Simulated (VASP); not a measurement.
# Sn3SeS2 (P-3m1) in VASP: notebook, part 2 of 2

VASP 6.6.1. The steps go on from the part before.

### 5 Single point, PBE

File INCAR:

```
SYSTEM = Sn3SeS2
  PREC = Accurate
  ENCUT = 520
  EDIFF = 1E-7
  ISMEAR = 0
  SIGMA = 0.02
  LREAL = .FALSE.
  LASPH = .TRUE.
  NELM = 80
  ALGO = Normal
  ISIF = 2
  LWAVE = .FALSE.
  LCHARG = .TRUE.
  GGA = PE
  LELF = .TRUE.
  LVHAR = .TRUE.
  NBANDS = 39
```

File KPOINTS:

```
regular mesh
0
G
  12 12 4
  0 0 0
```

File POSCAR:

```
Sn3SeS2
1.0
    4.1868805052      0.0000000000      0.0000000000
   -2.0934402526      3.6259448801      0.0000000000
    0.0000000000      0.0000000000     10.2482028421
Sn Se S
3 1 2
Direct
    0.0000000000      0.0000000000      0.0000000000
    0.3333333333      0.6666666667      0.6757129090
    0.6666666667      0.3333333333      0.3242870910
    0.0000000000      0.0000000000      0.5000000000
    0.6666666667      0.3333333333      0.8377808977
    0.3333333333      0.6666666667      0.1622191023
```

Potentials or basis: VASP PAW PBE potentials, release 64 (Sn_d, Se, S).

The run is started by

```console
$ cat potpaw_PBE.64/Sn_d/POTCAR potpaw_PBE.64/Se/POTCAR potpaw_PBE.64/S/POTCAR > POTCAR
$ mpirun -np 1 vasp_std > vasp.out
```

OUTCAR:

```text
SYSTEM = Sn3SeS2
   PREC = Accurate
   ENCUT = 520
   EDIFF = 1E-7
   ISMEAR = 0
   LREAL = .FALSE.
   LASPH = .TRUE.
   NELM = 80
   ISIF = 2
   GGA = PE

 ion  position               nearest neighbor table
   1  0.000  0.000  0.000-   5 2.93   6 2.93   6 2.93   5 2.93   5 2.93   6 2.93
   2  0.333  0.667  0.676-   5 2.93   5 2.93   5 2.93   4 3.01   4 3.01   4 3.01
   3  0.667  0.333  0.324-   6 2.93   6 2.93   6 2.93   4 3.01   4 3.01   4 3.01
   4  0.000  0.000  0.500-   2 3.01   3 3.01   2 3.01   3 3.01   3 3.01   2 3.01
   5  0.667  0.333  0.838-   2 2.93   2 2.93   2 2.93   1 2.93   1 2.93   1 2.93
   6  0.333  0.667  0.162-   3 2.93   3 2.93   3 2.93   1 2.93   1 2.93   1 2.93

  LATTYP: Found a hexagonal cell.
 ALAT       =     4.1868805052
 C/A-ratio  =     2.4476941316

  Lattice vectors:

 A1 = (   4.1868805052,   0.0000000000,   0.0000000000)
 A2 = (  -2.0934402526,   3.6259448801,   0.0000000000)
 A3 = (   0.0000000000,   0.0000000000,  10.2482028421)

Analysis of symmetry for initial positions (statically):
=====================================================================
 Subroutine PRICEL returns:
 Original cell was already a primitive cell.

 Routine SETGRP: Setting up the symmetry group for a
 hexagonal supercell.

 Subroutine GETGRP returns: Found 12 space group operations
 (whereof 12 operations were pure point group operations)
 out of a pool of 24 trial point group operations.

The static configuration has the point symmetry D_3d.

Analysis of symmetry for dynamics (positions and initial velocities):
=====================================================================
 Subroutine PRICEL returns:
 Original cell was already a primitive cell.

 Routine SETGRP: Setting up the symmetry group for a
 hexagonal supercell.

 Subroutine GETGRP returns: Found 12 space group operations
 (whereof 12 operations were pure point group operations)
 out of a pool of 24 trial point group operations.

The dynamic configuration has the point symmetry D_3d.

 Subroutine INISYM returns: Found 12 space group operations
 (whereof 12 operations are pure point group operations),
 and found     1 'primitive' translations

----------------------------------------------------------------------------------------

                                     Primitive cell

  volume of cell :     155.5820

  direct lattice vectors                    reciprocal lattice vectors
     4.186880505  0.000000000  0.000000000     0.238841304  0.137895091  0.000000000
    -2.093440253  3.625944880  0.000000000     0.000000000  0.275790182  0.000000000
     0.000000000  0.000000000 10.248202842     0.000000000  0.000000000  0.097578084

  length of vectors
     4.186880505  4.186880505 10.248202842     0.275790182  0.275790182  0.097578084

  position of ions in fractional coordinates (direct lattice)
     0.000000000  0.000000000  0.000000000
     0.333333333  0.666666667  0.675712909
     0.666666667  0.333333333  0.324287091
     0.000000000  0.000000000  0.500000000
     0.666666667  0.333333333  0.837780898
     0.333333333  0.666666667  0.162219102

  ion indices of the primitive-cell ions
   primitive index   ion index
                 1           1
[... 31 lines left out ...]

 Following reciprocal coordinates:
            Coordinates               Weight
  0.000000  0.000000  0.000000      1.000000
  0.083333  0.000000  0.000000      6.000000
  0.166667  0.000000  0.000000      6.000000
  0.250000  0.000000  0.000000      6.000000
  0.333333  0.000000  0.000000      6.000000
  0.416667  0.000000  0.000000      6.000000
[... 16 lines left out ...]
  0.166667  0.000000  0.250000      6.000000
  0.000000  0.166667  0.250000      6.000000
 [... further k-points ...]
   k-points           NKPTS =     69   k-points in BZ     NKDIM =     69   number of bands    NBANDS=     39
   number of dos      NEDOS =    301   number of ions     NIONS =      6
   total plane-waves  NPLWV =  81920
   dimension x,y,z NGX =    32 NGY =   32 NGZ =   80
   dimension x,y,z NGXF=    64 NGYF=   64 NGZF=  160
   ions per type =               3   1   2
   NGX,Y,Z   is equivalent  to a cutoff of  12.71, 12.71, 12.98 a.u.
   NGXF,Y,Z  is equivalent  to a cutoff of  25.41, 25.41, 25.96 a.u.
 SYSTEM =  Sn3SeS2
   PREC   = accura    normal or accurate (medium, high low for compatibility)
   ISTART =      0    job   : 0-new  1-cont  2-samecut
   ICHARG =      2    charge: 1-file 2-atom 10-const
   ISPIN  =      1    spin polarized calculation?
   LNONCOLLINEAR =      F non collinear calculations
   LSORBIT =      F    spin-orbit coupling
   LASPH  =      T    aspherical Exc in radial PAW
   ENCUT  =  520.0 eV  38.22 Ry    6.18 a.u.   7.78  7.78 19.05*2*pi/ulx,y,z
   NELM   =     80;   NELMIN=  2; NELMDL= -5     # of ELM steps
   EDIFF  = 0.1E-06   stopping-criterion for ELM
   LREAL  =      F    real-space projection
   EDIFFG = 0.1E-05   stopping-criterion for IOM
   NSW    =      0    number of steps for IOM
   IBRION =     -1    ionic relax: 0-MD 1-quasi-New 2-CG
   NFREE  =      0    steps in history (QN), initial steepest desc. (CG)
   ISIF   =      2    stress and relaxation
   ISYM   =      2    0-nonsym 1-usesym 2-fastsym
   POTIM  = 0.5000    time-step for ionic-motion
   TEBEG  =    0.0;   TEEND  =   0.0 temperature during run
   PSTRESS=    0.0 pullay stress
   NELECT =      60.0000    total number of electrons
   NUPDOWN=      -1.0000    fix difference up-down
   EMIN   =  10.00;   EMAX   =-10.00  energy-range for DOS
   EFERMI =   0.00;   METHOD = LEGACY
   ISMEAR =     0;   SIGMA  =   0.02  broadening in eV -4-tet -1-fermi 0-gaus
   EFERMI_NEDOS =   21; number of points for ismear=-14 and -15
   IALGO  =     38    algorithm
   IMIX   =      4    mixing-type and parameters
     AMIX     =   0.40;   BMIX     =  1.00
     AMIX_MAG =   1.60;   BMIX_MAG =  1.00
  volume/ion in A,a.u.               =      25.93       174.99
  Fermi-wavevector in a.u.,A,eV,Ry     =   1.191623  2.251840 19.319791  1.419965
  Thomas-Fermi vector in A             =   2.327680
   LORBIT       =      0    0 simple, 1 ext, 2 COOP (PROOUT), +10 PAW based schemes
   GGA     = PE    functional components
   LHFCALC =     F    Hartree Fock is set to
   AEXX    =    0.0000 exact exchange contribution
   IVDW    =     0    specifies the selected vdW correction
   LEPSILON=     F    determine dielectric tensor
   LRPA    =     F    only Hartree local field effects (RPA)
 non-spin polarized calculation
 Gauss-broadening in eV      SIGMA  =   0.02
  energy-cutoff  :      520.00
  volume of cell :      155.58
 maximum number of plane-waves:      4212
   NGX = 15   NGY = 15   NGZ = 39

 number of electron      60.0000002 magnetization

 Free energy of the ion-electron system (eV)
  ---------------------------------------------------
  ext. energy  EPLUGINS =         0.00000000
  ---------------------------------------------------
  free energy    TOTEN  =       -25.75078830 eV

  energy without entropy =      -25.75078830  energy(sigma->0) =      -25.75078830

 E-fermi :   6.1303     XC(G=0):  -9.6366

 val. band max:        6.0036405350   @ k =   0.0000   0.0000   0.5000
 cond. band min:       6.4278524285   @ k =   0.0833   0.0000   0.2500
 fundamental gap:      0.4242118935
 Fermi energy:         6.1302614959

 k-point     1 :       0.0000    0.0000    0.0000
  band No.  band energies     occupation
      1     -15.6679      2.00000
      2     -15.6644      2.00000
      3     -15.6644      2.00000
      4     -15.6620      2.00000
      5     -15.6620      2.00000
      6     -15.6581      2.00000
[... 997 lines left out ...]
     38      10.2414      0.00000
     39      10.2656      0.00000

 [... further k-points ...]

------------------------ aborting loop because EDIFF is reached ----------------------------------------

  FORCE on cell =-STRESS in cart. coord.  units (eV):
  Direction    XX          YY          ZZ          XY          YZ          ZX
  --------------------------------------------------------------------------------------
  -------------------------------------------------------------------------------------
  Total       -0.0318916     -0.0318916     -0.0330862      0.0000000      0.0000000      0.0000000
  in kB       -0.3284185     -0.3284185     -0.3407202      0.0000000      0.0000000      0.0000000
  external PRESSURE =      -0.3325191 kB  Pullay stress =       0.0000000 kB

 VOLUME and BASIS-vectors are now :
 -----------------------------------------------------------------------------
  energy-cutoff  :      520.00
  volume of cell :      155.58
      direct lattice vectors                 reciprocal lattice vectors
     4.186880505  0.000000000  0.000000000     0.238841304  0.137895091  0.000000000
    -2.093440253  3.625944880  0.000000000     0.000000000  0.275790182  0.000000000
     0.000000000  0.000000000 10.248202842     0.000000000  0.000000000  0.097578084

 POSITION                                       TOTAL-FORCE (eV/Angst)
 -----------------------------------------------------------------------------------
      0.00000      0.00000      0.00000        -0.000000      0.000000      0.000000
     -0.00000      2.41730      6.92484        -0.000000     -0.000000      0.000760
      2.09344      1.20865      3.32336         0.000000      0.000000     -0.000760
      0.00000      0.00000      5.12410        -0.000000      0.000000      0.000000
      2.09344      1.20865      8.58575         0.000000      0.000000      0.000439
     -0.00000      2.41730      1.66245         0.000000     -0.000000     -0.000439
 -----------------------------------------------------------------------------------
    total drift:                               -0.000000      0.000000     -0.000000

  FREE ENERGIE OF THE ION-ELECTRON SYSTEM (eV)
  ---------------------------------------------------
  free  energy   TOTEN  =       -25.7507882978 eV

  energy  without entropy=      -25.7507882978  energy(sigma->0) =      -25.75078830
```

It took 10 min on 1 thread of AMD EPYC 7R13, shared host; peak memory 0.48 GiB.

What came out:

```yaml
Free_energy: -25.7508 eV
Pressure: 0.0 GPa
Band_gap_on_the_k_mesh: 0.42 eV (least direct gap 0.50 eV)
```

Caveat: spin-orbit coupling is left out, which moves the levels of the heavy elements.

### 6 The runs side by side

```tsv
task	cell	k mesh	cutoff (eV)	smearing	gap on the mesh (eV)	pressure (GPa)	largest force (eV/Å)
single point	a = 4.187, b = 4.187, c = 10.227 Å, angles 90.0, 90.0, 120.0°, 6 atoms, atomic positions A	6 × 6 × 2	520	gaussian 0.1 eV	0.50	-0.3	0.01
single point	a = 4.222, b = 4.222, c = 10.343 Å, angles 90.0, 90.0, 120.0°, 6 atoms, atomic positions B	6 × 6 × 2	520	gaussian 0.1 eV	0.38	-1.5	0.51
relaxation of cell and atoms	relaxed from a = 4.222, b = 4.222, c = 10.343 Å, angles 90.0, 90.0, 120.0°, 6 atoms, atomic positions B	6 × 6 × 2	600	gaussian 0.1 eV	0.49	-0.2	0.02
single point	a = 4.187, b = 4.187, c = 10.248 Å, angles 90.0, 90.0, 120.0°, 6 atoms, atomic positions A	12 × 12 × 4	520	gaussian 0.02 eV	0.42	0.0	-
```

Alike in all rows: level PBE; potentials or basis VASP PAW PBE potentials, release 64 (Sn_d, Se, S); no spin polarisation.

Caveats: spin-orbit coupling is left out, which moves the levels of the heavy elements.

Absolute energies hang on the potentials; compare differences alone.
